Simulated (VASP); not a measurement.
Crystal: CuI2.

```
Cu I
1.0
     5.20038    0.00000    0.00000
     0.00000    5.20038    0.00000
     0.00000    0.00000    4.54417
Cu I
1 2
Cartesian
  0.0000 0.0000 0.0000
  0.0000 2.6002 0.0000
  2.6002 0.0000 0.0000
```

Base run:

```yaml
Program: VASP 6.6.1
Functional: PBE
Potentials_or_basis: VASP PAW PBE potentials, release 64 (Cu, I)
Cutoff: 520 eV
k_mesh: 1 × 1 × 1, shifted
Occupations: gaussian, width 0.1 eV
Spin: no spin polarisation
```

Its results: band gap on the k mesh zero (an odd number of electrons rules out a gap without spin polarisation); pressure 1.2 GPa.

Problem. The run is repeated on the same cell with these changes: functional from PBE to r2SCAN; cutoff from 520 eV to 570 eV. What comes out?

Solution. Band gap on the k mesh zero (an odd number of electrons rules out a gap without spin polarisation); pressure 0.6 GPa.

Caveats: spin-orbit coupling is left out, which moves the levels of the heavy elements; an odd number of electrons without spin polarisation forces a metal; a magnetic or distorted state may lie lower; this functional lacks dispersion, which binds layers or chains, so the pressure and a relaxed spacing across them are unreliable (at least some runs); the PAW data sets were made with another functional, which shifts forces and pressure a little (at least some runs).
